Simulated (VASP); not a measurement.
Runs of VASP 6.6.1 on Ti3Se. The structure is that of space group P-6m2 (No. 187), or close to it. The cells are those of the table. 

| cell | gap on the mesh (eV) | pressure (GPa) | largest force (eV/Å) |
| --- | --- | --- | --- |
| a = 3.261, b = 3.261, c = 7.634 Å, angles 90.0, 90.0, 120.0°, 4 atoms | none | (b) | 0.06 |
| a = 3.134, b = 3.133, c = 8.270 Å, angles 90.0, 90.0, 120.0°, 4 atoms | none | -8.5 | 0.18 |
| a = 3.197, b = 3.197, c = 7.943 Å, angles 90.0, 90.0, 120.0°, 4 atoms | none | (a) | 0.10 |
| a = 3.165, b = 3.165, c = 8.104 Å, angles 90.0, 90.0, 120.0°, 4 atoms | none | -8.2 | 0.14 |
| a = 3.229, b = 3.229, c = 7.786 Å, angles 90.0, 90.0, 120.0°, 4 atoms | none | (c) | 0.08 |

Alike in all rows: task single point; level LDA; potentials or basis VASP PAW LDA potentials, release 64 (Ti_sv, Se); no spin polarisation; k mesh 12 × 12 × 5; cutoff (eV) 520; smearing methfessel-paxton 0.1 eV.

Estimate the missing entries.

(a) -7.8; (b) -7.1; (c) -7.4.

A k mesh can miss the band edges, and the runs leave out spin-orbit coupling on Se.

A gap of «none» marks levels without a gap at the run's occupations.
